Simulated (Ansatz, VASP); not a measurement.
**VN2 in VASP and in Ansatz**

```xyz
6
Lattice="-2.1186 2.1186 2.5664 2.1186 -2.1186 2.5664 2.1186 2.1186 -2.5664" Properties=species:S:1:pos:R:3 pbc="T T T"
V     0.0000    0.0000    1.2832
V     0.0000    0.0000    3.8496
N     2.5998    0.4812    0.0000
N     1.6374    0.4812    2.5664
N    -0.4812    1.6374    2.5664
N     0.4812    1.6374    0.0000
```

Alike in both runs: task single point; functional PBE; k mesh 18 × 18 × 18; occupations gaussian, width 0.15 eV; no spin polarisation.

|  | VASP | Ansatz |
| --- | --- | --- |
| version | VASP 6.6.1 | Ansatz 0.2.0 |
| potentials or method | VASP PAW PBE potentials, release 64 (V_sv, N), cutoff 520 eV | scalar-relativistic, plane waves, PAW |
| valence electrons in the cell | 46 | 46 |

```tsv
	VASP	Ansatz	Ansatz less VASP
gap on the k mesh at the Fermi level (eV)	none	none	-
pressure (GPa)	2.9	2.1	-0.71
traceless stress, the component that is largest in VASP (GPa)	-14.09	-13.94	+0.153
rms of the force components (eV/Å)	0.116	0.090	-0.0262
```

Atom by atom the forces differ by 0.026 eV/Å (rms over components). A gap of «none» marks a metal or a gap that the smearing closes. With one functional, cell and mesh, what is left measures potentials, basis and numerics.
